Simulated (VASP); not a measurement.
# BP2 (P-3m1) in VASP: further runs

The runs below take BP2 through single point, relaxation of cell and atoms, with PBE.

Program: VASP 6.6.1. These are calculated values, not measurements. Logs are shortened: lines on timing, memory, paths and dates and some standing lists are left out, and cuts for length are marked.

## Step 1: The cell of the first run

It takes space group P-3m1 (No. 164, trigonal). The conventional cell has a = 3.157 Å, b = 3.157 Å, c = 4.062 Å, α = 90.00°, β = 90.00°, γ = 120.00°. B (site symmetry -3m) has 6 P at 2.16 Å within 2.9 Å. Within 3.0 Å of P (site symmetry 3m) lie 3 B at 2.16 Å and 6 P at 2.52 to 2.95 Å.

The cell was built from a structure type or drawn by symmetry, and may not be a known phase.

## Step 2: Single point, PBE

Input file INCAR:

```
ALGO = Normal
EDIFF = 1E-6
ENCUT = 500
GGA = PE
GGA_COMPAT = False
ISIF = 2
ISMEAR = 0
LASPH = True
LCHARG = False
LREAL = False
LWAVE = False
NBANDS = 14
NELM = 120
PREC = Accurate
SIGMA = 0.2
```

Input file KPOINTS:

```
k-points
0
Gamma
  7 7 5
```

Input file POSCAR:

```
BP2
1.0
    3.1567194292      0.0000000000      0.0000000000
   -1.5783597146      2.7337992183      0.0000000000
    0.0000000000      0.0000000000      4.0621187024
B P
1 2
Direct
    0.0000000000      0.0000000000      0.0000000000
    0.3333333333      0.6666666667      0.2849897974
    0.6666666667      0.3333333333      0.7150102026
```

Potentials or basis: VASP PAW PBE potentials, release 64 (B, P).

The run is started by

```console
$ cat potpaw_PBE.64/B/POTCAR potpaw_PBE.64/P/POTCAR > POTCAR
$ mpirun -np 1 vasp_std > vasp.out
```

OUTCAR:

```text
EDIFF = 1E-6
   ENCUT = 500
   GGA = PE
   ISIF = 2
   ISMEAR = 0
   LASPH = True
   LREAL = False
   NELM = 120
   PREC = Accurate

 ion  position               nearest neighbor table
   1  0.000  0.000  0.000-   2 2.16   3 2.16   2 2.16   3 2.16   3 2.16   2 2.16
   2  0.333  0.667  0.285-   1 2.16   1 2.16   1 2.16   3 2.52   3 2.52   3 2.52   3 2.95   3 2.95
                             3 2.95
   3  0.667  0.333  0.715-   1 2.16   1 2.16   1 2.16   2 2.52   2 2.52   2 2.52   2 2.95   2 2.95
                             2 2.95

  LATTYP: Found a hexagonal cell.
 ALAT       =     3.1567194292
 C/A-ratio  =     1.2868165174

  Lattice vectors:

 A1 = (   3.1567194292,   0.0000000000,   0.0000000000)
 A2 = (  -1.5783597146,   2.7337992183,   0.0000000000)
 A3 = (   0.0000000000,   0.0000000000,   4.0621187024)

Analysis of symmetry for initial positions (statically):
=====================================================================
 Subroutine PRICEL returns:
 Original cell was already a primitive cell.

 Routine SETGRP: Setting up the symmetry group for a
 hexagonal supercell.

 Subroutine GETGRP returns: Found 12 space group operations
 (whereof 12 operations were pure point group operations)
 out of a pool of 24 trial point group operations.

The static configuration has the point symmetry D_3d.

Analysis of symmetry for dynamics (positions and initial velocities):
=====================================================================
 Subroutine PRICEL returns:
 Original cell was already a primitive cell.

 Routine SETGRP: Setting up the symmetry group for a
 hexagonal supercell.

 Subroutine GETGRP returns: Found 12 space group operations
 (whereof 12 operations were pure point group operations)
 out of a pool of 24 trial point group operations.

The dynamic configuration has the point symmetry D_3d.

 Subroutine INISYM returns: Found 12 space group operations
 (whereof 12 operations are pure point group operations),
 and found     1 'primitive' translations

----------------------------------------------------------------------------------------

                                     Primitive cell

  volume of cell :      35.0554

  direct lattice vectors                    reciprocal lattice vectors
     3.156719429  0.000000000  0.000000000     0.316784568  0.182895655  0.000000000
    -1.578359715  2.733799218  0.000000000     0.000000000  0.365791311  0.000000000
     0.000000000  0.000000000  4.062118702     0.000000000  0.000000000  0.246176952

  length of vectors
[... 97 lines left out ...]
   EMIN   =  10.00;   EMAX   =-10.00  energy-range for DOS
   EFERMI =   0.00;   METHOD = LEGACY
   ISMEAR =     0;   SIGMA  =   0.20  broadening in eV -4-tet -1-fermi 0-gaus
   EFERMI_NEDOS =   21; number of points for ismear=-14 and -15
   IALGO  =     38    algorithm
   IMIX   =      4    mixing-type and parameters
     AMIX     =   0.40;   BMIX     =  1.00
     AMIX_MAG =   1.60;   BMIX_MAG =  1.00
  volume/ion in A,a.u.               =      11.69        78.86
  Fermi-wavevector in a.u.,A,eV,Ry     =   1.176172  2.222643 18.822039  1.383381
  Thomas-Fermi vector in A             =   2.312540
   LORBIT       =      0    0 simple, 1 ext, 2 COOP (PROOUT), +10 PAW based schemes
   GGA     = PE    functional components
   LHFCALC =     F    Hartree Fock is set to
   AEXX    =    0.0000 exact exchange contribution
   IVDW    =     0    specifies the selected vdW correction
   LEPSILON=     F    determine dielectric tensor
   LRPA    =     F    only Hartree local field effects (RPA)
 non-spin polarized calculation
 Gauss-broadening in eV      SIGMA  =   0.20
  energy-cutoff  :      500.00
  volume of cell :       35.06
 maximum number of plane-waves:       899
 NGX is ok and might be reduce to    24
   NGX = 11   NGY = 11   NGZ = 15

 number of electron      13.0000000 magnetization

 Free energy of the ion-electron system (eV)
  ---------------------------------------------------
  ext. energy  EPLUGINS =         0.00000000
  ---------------------------------------------------
  free energy    TOTEN  =       -16.13871530 eV

  energy without entropy =      -16.12520786  energy(sigma->0) =      -16.13196158

 E-fermi :   9.5357     XC(G=0): -11.6420

 val. band max:        9.4929351851   @ k =   0.0000   0.0000   0.0000
 cond. band min:       9.5592020026   @ k =   0.0000   0.4286   0.4000
 fundamental gap:      0.0662668174
 Fermi energy:         9.5356925680

 k-point     1 :       0.0000    0.0000    0.0000
  band No.  band energies     occupation
      1      -7.0430      2.00000
      2       0.4260      2.00000
      3       1.5619      2.00000
      4       8.8382      2.00000
      5       8.8382      2.00000
      6       9.4929      1.23761
      7       9.4929      1.23761
      8      13.4362      0.00000
      9      14.9034      0.00000
     10      16.4105      0.00000
     11      16.5774      0.00000
     12      16.5774      0.00000
     13      18.7201      0.00000
     14      19.4795      0.00000
[... 377 lines left out ...]
      1      -4.3110      2.00000
      2      -2.7304      2.00000
      3       3.6144      2.00000
      4       4.7004      2.00000
      5       6.9165      2.00000
      6       8.0285      2.00000
      7       9.3695      1.76000
      8      11.0461      0.00000
      9      14.1735      0.00000
     10      15.1257      0.00000
     11      16.1203      0.00000
     12      17.4523      0.00000
     13      18.9018      0.00000
     14      21.1293      0.00000

 [... further k-points ...]

------------------------ aborting loop because EDIFF is reached ----------------------------------------

  FORCE on cell =-STRESS in cart. coord.  units (eV):
  Direction    XX          YY          ZZ          XY          YZ          ZX
  --------------------------------------------------------------------------------------
  -------------------------------------------------------------------------------------
  Total       -0.0865804     -0.0865804     -0.1757972     -0.0000000      0.0000000      0.0000000
  in kB       -3.9570790     -3.9570790     -8.0346549     -0.0000000      0.0000000      0.0000000
  external PRESSURE =      -5.3162710 kB  Pullay stress =       0.0000000 kB

 VOLUME and BASIS-vectors are now :
 -----------------------------------------------------------------------------
  energy-cutoff  :      500.00
  volume of cell :       35.06
      direct lattice vectors                 reciprocal lattice vectors
     3.156719429  0.000000000  0.000000000     0.316784568  0.182895655  0.000000000
    -1.578359715  2.733799218  0.000000000     0.000000000  0.365791311  0.000000000
     0.000000000  0.000000000  4.062118702     0.000000000  0.000000000  0.246176952

 POSITION                                       TOTAL-FORCE (eV/Angst)
 -----------------------------------------------------------------------------------
      0.00000      0.00000      0.00000         0.000000      0.000000      0.000000
     -0.00000      1.82253      1.15766         0.000000      0.000000     -0.031162
      1.57836      0.91127      2.90446        -0.000000      0.000000      0.031162
 -----------------------------------------------------------------------------------
    total drift:                               -0.000000      0.000000      0.000000

  FREE ENERGIE OF THE ION-ELECTRON SYSTEM (eV)
  ---------------------------------------------------
  free  energy   TOTEN  =       -16.1387152982 eV

  energy  without entropy=      -16.1252078599  energy(sigma->0) =      -16.13196158
```

It took 19 s on 1 thread of Intel Xeon 8259CL, shared host; peak memory 0.14 GiB.

Results:

```yaml
Free_energy: -16.1387 eV
Pressure: -0.5 GPa
Largest_force: 0.031 eV/Å
Band_gap_on_the_k_mesh: zero (an odd number of electrons rules out a gap without spin polarisation)
```

Forces in eV/Å, atoms in the order of the input:
```
B    0.000  0.000  0.000
P    0.000  0.000 -0.031
P    0.000  0.000  0.031
```

Stress tensor (GPa, compression positive):
```
-0.40  0.00  0.00
 0.00 -0.40  0.00
 0.00  0.00 -0.80
```

Levels at points of the mesh, in eV from the Fermi level:
```tsv
k point	band 3	band 4	band 5	band 6	band 7	band 8	band 9	band 10
(0.00, 0.00, 0.00)	-7.97	-0.70	-0.70	-0.04	-0.04	3.90	5.37	6.87
```

(Continued in part 2 of 2.)
